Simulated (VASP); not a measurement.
**Bi: relaxation of cell and atoms with PBEsol**

The system is Bi.

```
Bi
1.0
     0.00000    2.46783    2.46783
     2.46783    0.00000    2.46783
     2.46783    2.46783    0.00000
Bi
1
Direct
  0.00000 0.00000 0.00000
```

This isn't the form of Bi at room conditions, which is rhombohedral.

```json
{
  "Program": "VASP 6.6.1",
  "Task": "relaxation of cell and atoms",
  "Functional": "PBEsol",
  "Potentials or basis": "VASP PAW PBE potentials, release 64 (Bi_d)",
  "Cutoff": "600 eV",
  "k mesh": "14 × 14 × 14",
  "Occupations": "gaussian, width 0.1 eV",
  "Spin": "no spin polarisation",
  "Dipole correction": "no",
  "Further INCAR settings": "ALGO = Fast; EDIFF = 1e-06; IBRION = 2; EDIFFG = -0.01; NSW = 80; ISIF = 3"
}
```

```json
{"Relaxed volume": "30.27 Å³/atom", "Relaxed cell": "a = 3.498 Å, b = 3.498 Å, c = 3.498 Å, α = 60.00°, β = 60.00°, γ = 60.00°", "Space group after relaxing (to 0.1 Å)": "Fm-3m (No. 225)", "Energy gained by relaxing": "0.2 meV/atom", "Ionic steps": "4", "Pressure after relaxing": "0.0 GPa", "Band gap on the k mesh": "zero (an odd number of electrons rules out a gap without spin polarisation)"}
```

The path:
```
step  energy change (eV)  largest force (eV/Å)  pressure (GPa)  volume (Å³)
   1              0.0000                0.0000            0.39        30.06
   2             -0.0001                0.0000           -0.31        30.38
   3             -0.0002                0.0000            0.06        30.25
   4             -0.0002                0.0000            0.03        30.27
```

Final structure:
```yaml
crystal:
  lattice:
    - [0.00000, 2.47351, 2.47351]
    - [2.47351, 0.00000, 2.47351]
    - [2.47351, 2.47351, 0.00000]
  atoms:
    - { symbol: Bi, position: [0.00000, 0.00000, 0.00000] }
```

Levels at points of the mesh, in eV from the Fermi level:
| k point | band 5 | band 6 | band 7 | band 8 | band 9 | band 10 |
| --- | --- | --- | --- | --- | --- | --- |
| (0.00, 0.00, 0.00) | -23.00 | -13.86 | 5.08 | 5.08 | 5.08 | 9.01 |
| (0.50, 0.00, 0.00) | -22.91 | -10.85 | -5.52 | 3.43 | 3.43 | 7.49 |
| (0.50, 0.50, 0.00) | -22.89 | -9.69 | -4.68 | 0.31 | 0.31 | 4.00 |

Wall time 2.5 min on 1 thread of Intel Xeon 8259CL, on a shared host, peak memory 0.19 GiB.

Caveat: the PAW data sets were made with another functional, which shifts forces and pressure a little; spin-orbit coupling is left out, which moves the levels of the heavy elements. Zero-point motion and thermal expansion aren't in these numbers.
